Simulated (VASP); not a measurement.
Wanted: the native input for a VASP 6.6.1 run.

* Task: single point
* Functional: PBE
* Dispersion: D3(BJ)
* Potentials or basis: VASP PAW PBE potentials, release 64 (Hf_pv, N)
* Cutoff: 520 eV
* k mesh: 4 × 6 × 1
* Occupations: gaussian, width 0.1 eV
* Spin: no spin polarisation
* Dipole correction: yes
* Further INCAR settings: ALGO = Fast; EDIFF = 1e-06; NBANDS = 56

The structure of Hf4N lies in POSCAR:

```
Hf4N
1.0
    6.3423521406      0.0000000000      0.0000000000
    0.0000000000      5.0167614026      0.0000000000
    0.0000000000      0.0000000000     22.1665201410
Hf N
8 2
Direct
    0.0000000000      0.7500000000      0.1804523206
    0.5000000000      0.7500000000      0.1804523206
    0.2500000000      0.2500000000      0.2217506242
    0.7500000000      0.2500000000      0.2217506242
    0.2500000000      0.7500000000      0.2964821324
    0.7500000000      0.7500000000      0.2964821324
    0.0000000000      0.2500000000      0.3368377216
    0.5000000000      0.2500000000      0.3368377216
    0.2500000000      0.5000000000      0.4721769621
    0.2500000000      0.5000000000      0.5218013503
```

The input as run:

INCAR

```
SYSTEM = Hf4N
PREC     = Accurate       ! precision mode
ENCUT    = 520            ! plane-wave cutoff, eV
EDIFF    = 1E-6           ! SCF threshold, eV
ISMEAR   = 0              ! smearing method
SIGMA    = 0.1            ! smearing width, eV
LREAL    = .False.        ! projectors in reciprocal space
LASPH    = .True.         ! aspherical terms in the spheres
NELM     = 100            ! most SCF steps
ALGO     = Fast           ! electronic algorithm
ISIF     = 2              ! what is computed and relaxed
LWAVE    = .False.        ! write WAVECAR
LCHARG   = .False.        ! write CHGCAR
LDIPOL   = .True.       
IDIPOL   = 3            
DIPOL    = 0.5 0.5 0.307
GGA      = PE             ! functional
IVDW     = 12             ! dispersion correction
NBANDS   = 56             ! bands
```

KPOINTS

```
regular mesh
0
Gamma
  4 6 1
  0 0 0
```

Potentials or basis: VASP PAW PBE potentials, release 64 (Hf_pv, N).

The run is started by

```bash
$ cat potpaw_PBE.64/Hf_pv/POTCAR potpaw_PBE.64/N/POTCAR > POTCAR
$ mpirun -np 1 vasp_std > vasp.out
```

It gave:

| Item | Value |
| --- | --- |
| Largest force | 2.427 eV/Å |
| Band gap on the k mesh | zero (bands 45 and 46 overlap by 0.49 eV) |
| Dispersion energy per atom | -0.212 eV |

Caveat: the standard files for N, O and F lose accuracy on very short bonds; spin-orbit coupling is left out, which moves the levels of the heavy elements.

Run time: 29 min on 1 thread of Oxide Virtual Turin-like Processor, on a shared host, peak memory 0.86 GiB.
